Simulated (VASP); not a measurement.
# Cu3Au (Pm-3m) in VASP: further runs, part 2 of 2

VASP 6.6.1. Earlier steps stand in the parts before.

## 3. Single point, r2SCAN

POSCAR reads:

```
Cu3Au
1.0
    3.7351220572      0.0000000000      0.0000000000
    0.0000000000      3.7351220572      0.0000000000
    0.0000000000      0.0000000000      3.7351220572
Cu Au
3 1
Direct
    0.0000000000      0.5000000000      0.5000000000
    0.5000000000      0.0000000000      0.5000000000
    0.5000000000      0.5000000000      0.0000000000
    0.0000000000      0.0000000000      0.0000000000
```

INCAR.step1 reads:

```
SYSTEM = Cu3Au
ALGO = Normal
EDIFF = 1E-5
ENCUT = 660
GGA = PE
GGA_COMPAT = .False.
ISMEAR = 0
LASPH = .True.
LCHARG = .False.
LREAL = .False.
LWAVE = .True.
NBANDS = 30
NELM = 120
PREC = Accurate
SIGMA = 0.1
```

INCAR.step2 reads:

```
SYSTEM = Cu3Au
ALGO = Normal
EDIFF = 1E-6
ENCUT = 660
GGA_COMPAT = .False.
ISIF = 2
ISMEAR = 0
ISTART = 1
LASPH = .True.
LCHARG = .False.
LMIXTAU = .True.
LREAL = .False.
LWAVE = .False.
METAGGA = R2SCAN
NBANDS = 30
NELM = 120
PREC = Accurate
SIGMA = 0.1
```

KPOINTS reads:

```
k-points
0
Gamma
  12 12 12
  0 0 0
```

Potentials or basis: VASP PAW PBE potentials, release 64 (Cu, Au).

The run is started by

```bash
cat potpaw_PBE.64/Cu/POTCAR potpaw_PBE.64/Au/POTCAR > POTCAR
cp INCAR.step1 INCAR
mpirun -np 1 vasp_std > vasp.out
cp INCAR.step2 INCAR
mpirun -np 1 vasp_std > vasp.out
```

OUTCAR:

```text
SYSTEM = Cu3Au
   EDIFF = 1E-6
   ENCUT = 660
   ISIF = 2
   ISMEAR = 0
   ISTART = 1
   LASPH = .True.
   LREAL = .False.
   METAGGA = R2SCAN
   NELM = 120
   PREC = Accurate

 ion  position               nearest neighbor table
   1  0.000  0.500  0.500-   2 2.64   3 2.64   4 2.64   3 2.64   4 2.64   2 2.64   4 2.64   4 2.64
                             2 2.64   3 2.64   3 2.64   2 2.64
   2  0.500  0.000  0.500-   1 2.64   3 2.64   4 2.64   3 2.64   4 2.64   1 2.64   3 2.64   3 2.64
                             1 2.64   4 2.64   4 2.64   1 2.64
   3  0.500  0.500  0.000-   1 2.64   2 2.64   4 2.64   1 2.64   2 2.64   2 2.64   4 2.64   2 2.64
                             1 2.64   4 2.64   1 2.64   4 2.64
   4  0.000  0.000  0.000-   1 2.64   2 2.64   3 2.64   1 2.64   2 2.64   1 2.64   3 2.64   1 2.64
                             2 2.64   3 2.64   2 2.64   3 2.64

  LATTYP: Found a simple cubic cell.
 ALAT       =     3.7351220572

  Lattice vectors:

 A1 = (   3.7351220572,   0.0000000000,   0.0000000000)
 A2 = (   0.0000000000,   3.7351220572,   0.0000000000)
 A3 = (   0.0000000000,   0.0000000000,   3.7351220572)

Analysis of symmetry for initial positions (statically):
=====================================================================
 Subroutine PRICEL returns:
 Original cell was already a primitive cell.

 Routine SETGRP: Setting up the symmetry group for a
 simple cubic supercell.

 Subroutine GETGRP returns: Found 48 space group operations
 (whereof 48 operations were pure point group operations)
 out of a pool of 48 trial point group operations.

The static configuration has the point symmetry O_h .

Analysis of symmetry for dynamics (positions and initial velocities):
=====================================================================
 Subroutine PRICEL returns:
 Original cell was already a primitive cell.
[... 123 lines left out ...]
   NELECT =      44.0000    total number of electrons
   NUPDOWN=      -1.0000    fix difference up-down
   EMIN   =  10.00;   EMAX   =-10.00  energy-range for DOS
   EFERMI =   0.00;   METHOD = LEGACY
   ISMEAR =     0;   SIGMA  =   0.10  broadening in eV -4-tet -1-fermi 0-gaus
   EFERMI_NEDOS =   21; number of points for ismear=-14 and -15
   IALGO  =     38    algorithm
   IMIX   =      4    mixing-type and parameters
     AMIX     =   0.40;   BMIX     =  1.00
     AMIX_MAG =   1.60;   BMIX_MAG =  1.00
  volume/ion in A,a.u.               =      13.03        87.91
  Fermi-wavevector in a.u.,A,eV,Ry     =   1.547347  2.924061 32.576175  2.394281
  Thomas-Fermi vector in A             =   2.652453
   LORBIT       =      0    0 simple, 1 ext, 2 COOP (PROOUT), +10 PAW based schemes
   METAGGA = R2SCAN    functional components
   LHFCALC =     F    Hartree Fock is set to
   AEXX    =    0.0000 exact exchange contribution
   IVDW    =     0    specifies the selected vdW correction
   LEPSILON=     F    determine dielectric tensor
   LRPA    =     F    only Hartree local field effects (RPA)
 non-spin polarized calculation
 Gauss-broadening in eV      SIGMA  =   0.10
  energy-cutoff  :      660.00
  volume of cell :       52.11
 maximum number of plane-waves:      2028
 NGX is ok and might be reduce to    32
   NGX = 15   NGY = 15   NGZ = 15

 number of electron      44.0000029 magnetization

 Free energy of the ion-electron system (eV)
  ---------------------------------------------------
  ext. energy  EPLUGINS =         0.00000000
  ---------------------------------------------------
  free energy    TOTEN  =       -83.26645627 eV

  energy without entropy =      -83.26214678  energy(sigma->0) =      -83.26430152

 E-fermi :   8.3057     XC(G=0): -13.7466

 val. band max:        8.2563632572   @ k =   0.1667   0.0833   0.0000
 cond. band min:       8.3296550759   @ k =   0.3333   0.3333   0.0000
 fundamental gap:      0.0732918188
 Fermi energy:         8.3056592641

 k-point     1 :       0.0000    0.0000    0.0000
  band No.  band energies     occupation
      1      -1.7883      2.00000
      2       1.5060      2.00000
      3       1.5060      2.00000
      4       2.3555      2.00000
      5       2.3555      2.00000
      6       2.3555      2.00000
[... 781 lines left out ...]
     29      19.8737      0.00000
     30      20.1512      0.00000

 [... further k-points ...]
[... 5 lines left out ...]
  --------------------------------------------------------------------------------------
  -------------------------------------------------------------------------------------
  Total        0.0939642      0.0939642      0.0939642     -0.0000000      0.0000000      0.0000000
  in kB        2.8890740      2.8890740      2.8890740     -0.0000000      0.0000000      0.0000000
  external PRESSURE =       2.8890740 kB  Pullay stress =       0.0000000 kB

 VOLUME and BASIS-vectors are now :
 -----------------------------------------------------------------------------
  energy-cutoff  :      660.00
  volume of cell :       52.11
      direct lattice vectors                 reciprocal lattice vectors
     3.735122057  0.000000000  0.000000000     0.267728868  0.000000000  0.000000000
     0.000000000  3.735122057  0.000000000     0.000000000  0.267728868  0.000000000
     0.000000000  0.000000000  3.735122057     0.000000000  0.000000000  0.267728868

 POSITION                                       TOTAL-FORCE (eV/Angst)
 -----------------------------------------------------------------------------------
      0.00000      1.86756      1.86756         0.000000      0.000000      0.000000
      1.86756      0.00000      1.86756         0.000000      0.000000      0.000000
      1.86756      1.86756      0.00000         0.000000      0.000000      0.000000
      0.00000      0.00000      0.00000         0.000000      0.000000      0.000000
 -----------------------------------------------------------------------------------
    total drift:                                0.000000     -0.000000     -0.000000

  FREE ENERGIE OF THE ION-ELECTRON SYSTEM (eV)
  ---------------------------------------------------
  free  energy   TOTEN  =       -83.2664562708 eV

  energy  without entropy=      -83.2621467754  energy(sigma->0) =      -83.26430152
```

It took 7.6 min on 1 thread of Oxide Virtual Turin-like, shared host; peak memory 0.27 GiB.

What came out:

```
Free energy            : -83.2665 eV
Pressure               : 0.3 GPa
Band gap on the k mesh : zero (bands 22 and 23 overlap by 2.40 eV)
```

Caveat: the PAW data sets were made with another functional, which shifts forces and pressure a little; spin-orbit coupling is left out, which moves the levels of the heavy elements.

The gap in the log of VASP goes by the Fermi energy; the results here count the filled bands.